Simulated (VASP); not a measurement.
## Pt: single point with r2SCAN

Crystal: Pt.

```
Pt
1.0
    -1.57234    1.57234    1.58422
     1.57234   -1.57234    1.58422
     1.59610    1.59610   -1.58422
Pt
1
Direct
  0.00000 0.00000 0.00000
```

This cell differs from its parent crystal: strain +0.0150 x Voigt [0, 0, 0, 0, 0, 1].

```json
{
  "Program": "VASP 6.6.1",
  "Task": "single point",
  "Functional": "r2SCAN",
  "Potentials or basis": "VASP PAW PBE potentials, release 64 (Pt)",
  "Cutoff": "520 eV",
  "k mesh": "22 × 22 × 22",
  "Occupations": "gaussian, width 0.15 eV",
  "Spin": "no spin polarisation",
  "Dipole correction": "no",
  "Further INCAR settings": "ALGO = Normal; EDIFF = 1e-06; NBANDS = 11"
}
```

- Pressure: -5.9 GPa
- Band gap on the k mesh: zero (bands 5 and 6 overlap by 2.35 eV)

Stress tensor (GPa, compression positive):
```
-5.89 -2.14  0.00
-2.14 -5.89  0.00
 0.00  0.00 -5.86
```

Levels at points of the mesh, in eV from the Fermi level:
```
           k point  band 1  band 2  band 3  band 4  band 5  band 6  band 7  band 8  band 9  band 10
(0.00, 0.00, 0.00)   -9.65   -3.67   -3.56   -3.45   -1.08   -1.08   17.97   18.11   18.24    28.41
(0.50, 0.00, 0.00)   -6.69   -5.01   -1.25   -0.77    0.49    1.10    6.58   14.07   16.59    25.25
(0.50, 0.50, 0.00)   -6.67   -4.96   -1.30   -0.85    0.60    1.16    6.77   13.99   16.46    24.98
(0.00, 0.00, 0.50)   -6.72   -5.06   -1.20   -0.70    0.38    1.04    6.38   14.18   16.68    25.54
(0.50, 0.50, 0.50)   -6.22   -6.22    0.46    0.57    0.67    8.11    8.11    8.12   13.37    19.78
```

Wall time 14 min on 1 thread of Oxide Virtual Turin-like Processor (shared host), peak memory 0.33 GiB.

Caveat: the cell differs from its parent crystal (strain +0.0150 x Voigt [0, 0, 0, 0, 0, 1]); the cell stands under tension; the PAW data sets were made with another functional, which shifts forces and pressure a little; spin-orbit coupling is left out, which moves the levels of the heavy elements.
